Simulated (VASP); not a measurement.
Set up this calculation in VASP 6.6.1, as the native input.

```
Task                   : single point
Functional             : PBEsol
Potentials or basis    : VASP PAW PBE potentials, release 64 (Si, O)
Cutoff                 : 520 eV
k mesh                 : 7 × 7 × 7
Occupations            : fermi-dirac, width 0.03 eV
Spin                   : no spin polarisation
Dipole correction      : no
Further INCAR settings : ALGO = Normal; EDIFF = 1e-07; NBANDS = 25
```

The structure of SiO2 lies in POSCAR:

```
SiO2
1.0
   -2.3897726436      2.3897726436      3.7687954246
    2.3897726436     -2.3897726436      3.7687954246
    2.3897726436      2.3897726436     -3.7687954246
Si O
2 4
Direct
    0.0000000000      0.0000000000      0.0000000000
    0.7500000000      0.2500000000      0.5000000000
    0.9983800000      0.6250000000      0.8733800000
    0.3750000000      0.2483800000      0.3733800000
    0.7516200000      0.1250000000      0.1266200000
    0.8750000000      0.0016200000      0.6266200000
```

This cell differs from its parent crystal: volume scaled by 1.02.

The input as run:

INCAR

```
PREC     = Accurate       # precision mode
ENCUT    = 520            # plane-wave cutoff, eV
EDIFF    = 1E-7           # SCF threshold, eV
ISMEAR   = -1             # smearing method
SIGMA    = 0.03           # smearing width, eV
LREAL    = False          # projectors in reciprocal space
LASPH    = True           # aspherical terms in the spheres
NELM     = 100            # most SCF steps
ALGO     = Normal         # electronic algorithm
ISIF     = 2              # what is computed and relaxed
LWAVE    = False          # write WAVECAR
LCHARG   = True           # write CHGCAR
GGA      = PS             # functional
LELF     = True           # ELF
LVHAR    = True         
NBANDS   = 25             # bands
```

KPOINTS

```
regular mesh
0
Gamma
  7 7 7
```

Potentials or basis: VASP PAW PBE potentials, release 64 (Si, O).

Run with:

```bash
$ cat potpaw_PBE.64/Si/POTCAR potpaw_PBE.64/O/POTCAR > POTCAR
$ mpirun -np 1 vasp_std > vasp.out
```

It gave:

```yaml
Pressure: -1.6 GPa
Largest_force: 0.223 eV/Å
Band_gap_on_the_k_mesh: 5.84 eV, direct
```

Caveat: the PAW data sets were made with another functional, which shifts forces and pressure a little.

It took 98 s on 1 thread of Intel(R) Xeon(R) Platinum 8488C (Sapphire Rapids), with other jobs on the host, peak memory 0.25 GiB.
